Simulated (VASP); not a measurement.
WC: electric field gradients with PBE

WC:

```
W C
1.0
     2.91971    0.00000    0.00000
    -1.45986    2.52854    0.00000
     0.00000    0.00000    2.84774
W C
1 1
Direct
  0.00000 0.00000 0.00000
  0.66667 0.33333 0.50000
```

This cell differs from its parent crystal: volume scaled by 1.02.

```
Program                : VASP 6.6.1
Task                   : electric field gradients
Functional             : PBE
Potentials or basis    : VASP PAW PBE potentials, release 64 (W_sv, C)
Cutoff                 : 520 eV
k mesh                 : 13 × 13 × 12
Occupations            : fermi-dirac, width 0.05 eV
Spin                   : no spin polarisation
Dipole correction      : no
Further INCAR settings : ALGO = Normal; EDIFF = 1e-08; NBANDS = 16
```

```json
{"Pressure": "1.5 GPa", "Band gap on the k mesh": "zero (band 9 reaches 11.58 eV, above the bottom of band 10 at 10.32 eV)"}
```

Stress tensor (GPa, compression positive):
```
1.70 0.00 0.00
0.00 1.70 0.00
0.00 0.00 0.98
```

Levels at points of the mesh, in eV from the Fermi level:
```csv
k point,band 6,band 7,band 8,band 9,band 10,band 11,band 12,band 13
"(0.00, 0.00, 0.00)",-4.24,-3.29,-3.29,0.09,3.17,3.17,5.55,5.55
"(0.00, 0.00, 0.50)",-8.57,-1.99,-1.99,-0.57,-0.57,3.62,4.48,4.48
```

Electric field gradients, principal values (V/Å²):
```csv
atom,least,middle,greatest (by size)
1 W,68.294,68.295,-136.588
2 C,-0.106,-0.107,0.213
```

Run time: 93 s on 1 thread of AMD EPYC 7R43 64-Core Processor (Zen 3), with other jobs on the host, peak memory 0.14 GiB.

Caveat: without QUAD_EFG the Cq values of the log hold for a quadrupole moment of 1 mb, not for the nuclei; spin-orbit coupling is left out, which moves the levels of the heavy elements.
